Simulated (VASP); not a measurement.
Write the native input for VASP 6.6.1 that does the following.

```
Task                   : single point
Functional             : LDA
Potentials or basis    : VASP PAW LDA potentials, release 64 (Ga_d, Sb)
Cutoff                 : 500 eV
k mesh                 : 6 × 6 × 6
Occupations            : gaussian, width 0.01 eV
Spin                   : no spin polarisation
Dipole correction      : no
Further INCAR settings : ALGO = Normal; EDIFF = 1e-06; NBANDS = 16
```

The structure of GaSb lies in POSCAR:

```
GaSb
1.0
    0.0000000000      3.0590000000      3.0590000000
    3.0590000000      0.0000000000      3.0590000000
    3.0590000000      3.0590000000      0.0000000000
Ga Sb
1 1
Direct
    0.0000000000      0.0000000000      0.0000000000
    0.7500000000      0.7500000000      0.7500000000
```

One way to write it, as run:

INCAR

```
SYSTEM = GaSb
PREC     = Accurate       ! precision mode
ENCUT    = 500            ! plane-wave cutoff, eV
EDIFF    = 1E-6           ! SCF threshold, eV
ISMEAR   = 0              ! smearing method
SIGMA    = 0.01           ! smearing width, eV
LREAL    = .FALSE.        ! projectors in reciprocal space
LASPH    = .TRUE.         ! aspherical terms in the spheres
NELM     = 120            ! most SCF steps
ALGO     = Normal         ! electronic algorithm
ISIF     = 2              ! what is computed and relaxed
LWAVE    = .FALSE.        ! write WAVECAR
LCHARG   = .FALSE.        ! write CHGCAR
GGA      = CA             ! functional
NBANDS   = 16             ! bands
GGA_COMPAT= .FALSE.
```

KPOINTS

```
Automatic mesh
0
G
  6 6 6
  0 0 0
```

Potentials or basis: VASP PAW LDA potentials, release 64 (Ga_d, Sb).

Run with:

```sh
$ cat potpaw_LDA.64/Ga_d/POTCAR potpaw_LDA.64/Sb/POTCAR > POTCAR
$ mpirun -np 1 vasp_std > vasp.out
```

It gave:

```yaml
Pressure: -1.5 GPa
Band_gap_on_the_k_mesh: zero (filled and empty bands touch)
```

Caveat: semilocal functionals underestimate gaps, so a narrow gap can read as zero; spin-orbit coupling is left out, which moves the levels of the heavy elements.

Wall time 14 s on 1 thread of Intel Xeon 8259CL, with other jobs on the host, peak memory 0.15 GiB.
